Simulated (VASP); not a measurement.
# ZnF2 (P4_2/mnm) in VASP: relaxation of cell and atoms with LDA

Aim: the relaxation of cell and atoms of ZnF2 with LDA.

Program: VASP 6.6.1. These are calculated values, not measurements. Logs are shortened: lines on timing, memory, paths and dates and some standing lists are left out, and cuts for length are marked.

## 1. The cell of the first run

It takes space group P4_2/mnm (No. 136, tetragonal). Conventional cell: a = 4.801 Å, b = 4.801 Å, c = 3.175 Å, α = 90.00°, β = 90.00°, γ = 90.00°. Within 2.7 Å of Zn (site symmetry mmm) lie 6 F at 2.07 Å. Within 2.7 Å of F (site symmetry m2m) lie 3 Zn at 2.07 Å and 1 F at 2.66 Å.

## 2. Relaxation of cell and atoms, LDA

The input, INCAR:

```
SYSTEM = ZnF2
  PREC = Accurate
  ENCUT = 600
  EDIFF = 1E-7
  ISMEAR = -1
  SIGMA = 0.02
  LREAL = .FALSE.
  LASPH = .TRUE.
  NELM = 120
  ALGO = Normal
  ISIF = 3
  LWAVE = .FALSE.
  LCHARG = .FALSE.
  GGA = CA
  IBRION = 2
  NSW = 80
  EDIFFG = -0.005
  GGA_COMPAT = .FALSE.
  NELMIN = 4
```

The input, KPOINTS:

```
regular mesh
0
G
  6 6 8
  0 0 0
```

The input, POSCAR:

```
ZnF2
1.0
    4.8006864224      0.0000000000      0.0000000000
    0.0000000000      4.8006864224      0.0000000000
    0.0000000000      0.0000000000      3.1754779586
Zn F
2 4
Direct
    0.0000000000      0.0000000000      0.0000000000
    0.5000000000      0.5000000000      0.5000000000
    0.3043954842      0.3043954842      0.0000000000
    0.1956045158      0.8043954842      0.5000000000
    0.8043954842      0.1956045158      0.5000000000
    0.6956045158      0.6956045158      0.0000000000
```

Potentials or basis: VASP PAW LDA potentials, release 64 (Zn, F).

The run is started by

```bash
$ cat potpaw_LDA.64/Zn/POTCAR potpaw_LDA.64/F/POTCAR > POTCAR
$ mpirun -np 1 vasp_std > vasp.out
```

OUTCAR:

```text
SYSTEM = ZnF2
   PREC = Accurate
   ENCUT = 600
   EDIFF = 1E-7
   ISMEAR = -1
   LREAL = .FALSE.
   LASPH = .TRUE.
   NELM = 120
   ISIF = 3
   GGA = CA
   IBRION = 2
   NSW = 80
   EDIFFG = -0.005
   NELMIN = 4

 ion  position               nearest neighbor table
   1  0.000  0.000  0.000-   3 2.07   6 2.07   5 2.07   4 2.07   4 2.07   5 2.07
   2  0.500  0.500  0.500-   4 2.07   5 2.07   3 2.07   6 2.07   3 2.07   6 2.07
   3  0.304  0.304  0.000-   1 2.07   2 2.07   2 2.07
   4  0.196  0.804  0.500-   2 2.07   1 2.07   1 2.07
   5  0.804  0.196  0.500-   2 2.07   1 2.07   1 2.07
   6  0.696  0.696  0.000-   1 2.07   2 2.07   2 2.07

  LATTYP: Found a simple tetragonal cell.
 ALAT       =     4.8006864224
 C/A-ratio  =     0.6614633157

  Lattice vectors:

 A1 = (   4.8006864224,   0.0000000000,   0.0000000000)
 A2 = (   0.0000000000,   4.8006864224,   0.0000000000)
 A3 = (   0.0000000000,   0.0000000000,   3.1754779586)

Analysis of symmetry for initial positions (statically):
=====================================================================
 Subroutine PRICEL returns:
 Original cell was already a primitive cell.

 Routine SETGRP: Setting up the symmetry group for a
 simple tetragonal supercell.

 Subroutine GETGRP returns: Found 16 space group operations
 (whereof  8 operations were pure point group operations)
 out of a pool of 16 trial point group operations.

The static configuration has the point symmetry D_2h.
 The point group associated with its full space group is D_4h.

Analysis of symmetry for dynamics (positions and initial velocities):
=====================================================================
 Subroutine PRICEL returns:
 Original cell was already a primitive cell.

 Routine SETGRP: Setting up the symmetry group for a
 simple tetragonal supercell.

 Subroutine GETGRP returns: Found 16 space group operations
 (whereof  8 operations were pure point group operations)
 out of a pool of 16 trial point group operations.

The dynamic configuration has the point symmetry D_2h.
 The point group associated with its full space group is D_4h.

 Subroutine INISYM returns: Found 16 space group operations
 (whereof  8 operations are pure point group operations),
 and found     1 'primitive' translations

----------------------------------------------------------------------------------------
[... 121 lines left out ...]
     AMIX_MAG =   1.60;   BMIX_MAG =  1.00
  volume/ion in A,a.u.               =      12.20        82.31
  Fermi-wavevector in a.u.,A,eV,Ry     =   1.460845  2.760596 29.035743  2.134067
  Thomas-Fermi vector in A             =   2.577246
   LORBIT       =      0    0 simple, 1 ext, 2 COOP (PROOUT), +10 PAW based schemes
   GGA     = CA    functional components
   LHFCALC =     F    Hartree Fock is set to
   AEXX    =    0.0000 exact exchange contribution
   IVDW    =     0    specifies the selected vdW correction
   LEPSILON=     F    determine dielectric tensor
   LRPA    =     F    only Hartree local field effects (RPA)
 conjugate gradient relaxation of ions
 non-spin polarized calculation
  energy-cutoff  :      600.00
  volume of cell :       73.18
 maximum number of plane-waves:      2480
 NGX is ok and might be reduce to    40
   NGX = 19   NGY = 19   NGZ = 13

--------------------------------------- Ionic step        1  -------------------------------------------

 number of electron      51.9999974 magnetization

 Free energy of the ion-electron system (eV)
  ---------------------------------------------------
  ext. energy  EPLUGINS =         0.00000000
  ---------------------------------------------------
  free energy    TOTEN  =       -26.83724101 eV

  energy without entropy =      -26.83724101  energy(sigma->0) =      -26.83724101

------------------------ aborting loop because EDIFF is reached ----------------------------------------

  FORCE on cell =-STRESS in cart. coord.  units (eV):
  Direction    XX          YY          ZZ          XY          YZ          ZX
  --------------------------------------------------------------------------------------
  -------------------------------------------------------------------------------------
  Total       -4.4339689     -4.4339689     -5.0881953     -0.0000000      0.0000000      0.0000000
  in kB      -97.0705399    -97.0705399   -111.3931723     -0.0000000      0.0000000      0.0000000
  external PRESSURE =    -101.8447507 kB  Pullay stress =       0.0000000 kB
[... 101 lines left out ...]
  FREE ENERGIE OF THE ION-ELECTRON SYSTEM (eV)
  ---------------------------------------------------
  free  energy   TOTEN  =       -27.0624756692 eV

  energy  without entropy=      -27.0624756691  energy(sigma->0) =      -27.06247567

[... ionic steps 4 to 11 ...]

--------------------------------------- Ionic step       12  -------------------------------------------

 number of electron      52.0000011 magnetization

------------------------ aborting loop because EDIFF is reached ----------------------------------------
[... 75 lines left out ...]
--------------------------------------- Ionic step       14  -------------------------------------------

 number of electron      52.0000010 magnetization

 Free energy of the ion-electron system (eV)
  ---------------------------------------------------
  ext. energy  EPLUGINS =         0.00000000
  ---------------------------------------------------
  free energy    TOTEN  =       -27.06880599 eV

  energy without entropy =      -27.06880599  energy(sigma->0) =      -27.06880599

 E-fermi :  -0.6492     XC(G=0): -11.2354

 val. band max:       -1.0573443073   @ k =   0.0000   0.0000   0.0000
 cond. band min:       2.3336305178   @ k =   0.0000   0.0000   0.0000
 fundamental gap:      3.3909748251
 Fermi energy:        -0.6492165307

 k-point     1 :       0.0000    0.0000    0.0000
  band No.  band energies     occupation
      1     -22.9426      2.00000
      2     -22.0166      2.00000
      3     -22.0166      2.00000
      4     -21.9811      2.00000
      5      -7.8270      2.00000
      6      -6.8272      2.00000
[... 805 lines left out ...]
     30      10.1500      0.00000
     31      11.6997      0.00000

 [... further k-points ...]

------------------------ aborting loop because EDIFF is reached ----------------------------------------

  FORCE on cell =-STRESS in cart. coord.  units (eV):
  Direction    XX          YY          ZZ          XY          YZ          ZX
  --------------------------------------------------------------------------------------
  -------------------------------------------------------------------------------------
  Total       -0.0118866     -0.0118866     -0.0144432      0.0000000      0.0000000      0.0000000
  in kB       -0.2865126     -0.2865126     -0.3481354      0.0000000      0.0000000      0.0000000
  external PRESSURE =      -0.3070535 kB  Pullay stress =       0.0000000 kB
[... 21 lines left out ...]
  FREE ENERGIE OF THE ION-ELECTRON SYSTEM (eV)
  ---------------------------------------------------
  free  energy   TOTEN  =       -27.0688059898 eV

  energy  without entropy=      -27.0688059898  energy(sigma->0) =      -27.06880599

 reached required accuracy - stopping structural energy minimisation
```

OSZICAR:

```text
N       E                     dE             d eps       ncg     rms          rms(c)
DAV:   1     0.626848296061E+03    0.62685E+03   -0.29912E+04  3116   0.247E+03
DAV:   2     0.428756559918E+02   -0.58397E+03   -0.55897E+03  3467   0.570E+02
[... 122 lines left out ...]
  13 F= -.27068801E+02 E0= -.27068801E+02  d E =-.573827E-04
       N       E                     dE             d eps       ncg     rms          rms(c)
DAV:   1    -0.270688739307E+02   -0.72908E-04   -0.50158E-03  3114   0.634E-01    0.662E-02
DAV:   2    -0.270688237540E+02    0.50177E-04   -0.24978E-04  3945   0.181E-01    0.311E-02
DAV:   3    -0.270688093121E+02    0.14442E-04   -0.81270E-06  4403   0.752E-02    0.142E-02
DAV:   4    -0.270688059675E+02    0.33446E-05   -0.64261E-06  4663   0.301E-02    0.213E-03
DAV:   5    -0.270688059898E+02   -0.22293E-07   -0.89978E-07  3407   0.146E-02
  14 F= -.27068806E+02 E0= -.27068806E+02  d E =-.623530E-04
```

It took 22 min on 1 thread of Intel Xeon 8259CL, shared host; peak memory 0.25 GiB.

Results:

| Quantity | Value |
| --- | --- |
| Free energy | -27.0688 eV |
| Relaxed volume | 11.08 Å³/atom |
| Relaxed cell | a = 4.632 Å, b = 4.632 Å, c = 3.098 Å, α = 90.00°, β = 90.00°, γ = 90.00° |
| Space group after relaxing (to 0.1 Å) | P4_2/mnm (No. 136) |
| Energy gained by relaxing | 38.6 meV/atom |
| Ionic steps | 14 |
| Pressure after relaxing | 0.0 GPa |
| Band gap on the k mesh | 3.39 eV |

Forces on the atoms (eV/Å):
```
Zn   0.000  0.000  0.000
Zn   0.000  0.000  0.000
F   -0.002 -0.002  0.000
F    0.002 -0.002  0.000
F   -0.002  0.002  0.000
F    0.002  0.002  0.000
```

Step by step:
```csv
step,energy change (eV),largest force (eV/Å),pressure (GPa),volume (Å³)
1,0.0000,0.1043,-10.18,73.18
2,-0.2100,0.1946,3.19,65.27
3,-0.2252,0.1223,-0.10,66.76
4,-0.2293,0.0671,-0.08,66.62
5,-0.2310,0.0459,0.17,66.33
6,-0.2314,0.0120,0.11,66.42
7,-0.2314,0.0088,0.08,66.43
8,-0.2315,0.0072,-0.09,66.49
9,-0.2315,0.0069,-0.08,66.50
10,-0.2315,0.0061,-0.13,66.53
11,-0.2316,0.0010,-0.07,66.49
12,-0.2316,0.0011,-0.08,66.48
13,-0.2316,0.0050,0.00,66.45
14,-0.2316,0.0027,-0.03,66.47
```

Final structure:
```
Zn F
1.0
     4.63233    0.00000    0.00000
     0.00000    4.63233    0.00000
     0.00000    0.00000    3.09760
Zn F
2 4
Direct
  0.00000 0.00000 0.00000
  0.50000 0.50000 0.50000
  0.30330 0.30330 0.00000
  0.19670 0.80330 0.50000
  0.80330 0.19670 0.50000
  0.69670 0.69670 0.00000
```

A k mesh can miss the band edges.
